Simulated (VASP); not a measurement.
Si, 4 atoms in the cell. The structure is hexagonal, space group P6_3/mmc (No. 194). Conventional cell: a = 3.638 Å, b = 3.638 Å, c = 6.044 Å, α = 90.00°, β = 90.00°, γ = 120.00°. Within 3.0 Å of Si (site symmetry 3m) lie 4 Si at 2.24 to 2.25 Å.  This cell differs from its parent crystal: volume scaled by 0.88, then relaxed in part.

```yaml
Program: VASP 6.6.1
Task: single point
Functional: LDA
Potentials_or_basis: VASP PAW LDA potentials, release 64 (Si)
Cutoff: 520 eV
k_mesh: 12 × 12 × 6
Occupations: gaussian, width 0.02 eV
Spin: no spin polarisation
Dipole_correction: no
Further_INCAR_settings: ALGO = Normal; EDIFF = 1e-07; NBANDS = 16
```

Potentials or basis: VASP PAW LDA potentials, release 64 (Si).

The run is started by

```console
$ cat potpaw_LDA.64/Si/POTCAR > POTCAR
$ mpirun -np 1 vasp_std > vasp.out
```

Hardware: 1 thread of Intel(R) Xeon(R) Platinum 8488C (Sapphire Rapids), with other jobs on the host.

**Question.** How long does it take, and how much memory?

**Answer.** Wall time 60 s on 1 thread of Intel(R) Xeon(R) Platinum 8488C (Sapphire Rapids), on a shared host, peak memory 0.18 GiB. Counts: scf iterations 12, k points 76.
